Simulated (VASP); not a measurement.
CaSe: single point with LDA

CaSe:

```
Ca Se
1.0
     0.00000    2.89518    2.89518
     2.89518    0.00000    2.89518
     2.89518    2.89518    0.00000
Ca Se
1 1
Direct
  0.00000 0.00000 0.00000
  0.50000 0.50000 0.50000
```

```
Program             : VASP 6.6.1
Task                : single point
Functional          : LDA
Potentials or basis : VASP PAW LDA potentials, release 64 (Ca_sv, Se)
Cutoff              : 500 eV
k mesh              : 8 × 8 × 8
Occupations         : gaussian, width 0.02 eV
Spin                : no spin polarisation
```

The pressure is 0.3 GPa. The band gap on the k mesh is 1.70 eV (least direct gap 2.70 eV).

Levels at points of the mesh, in eV from the valence-band top:
```tsv
k point	band 6	band 7	band 8	band 9	band 10	band 11
(0.00, 0.00, 0.00)	0.00	0.00	0.00	3.46	3.51	3.51
(0.50, 0.00, 0.00)	-3.60	-1.38	-1.38	4.48	5.49	5.50
(0.50, 0.50, 0.00)	-2.71	-1.00	-1.00	1.70	5.03	5.13
```

Wall time 16 s on 1 thread of Intel Xeon 8259CL, with other jobs on the host, peak memory 0.16 GiB.

A k mesh can miss the band edges.
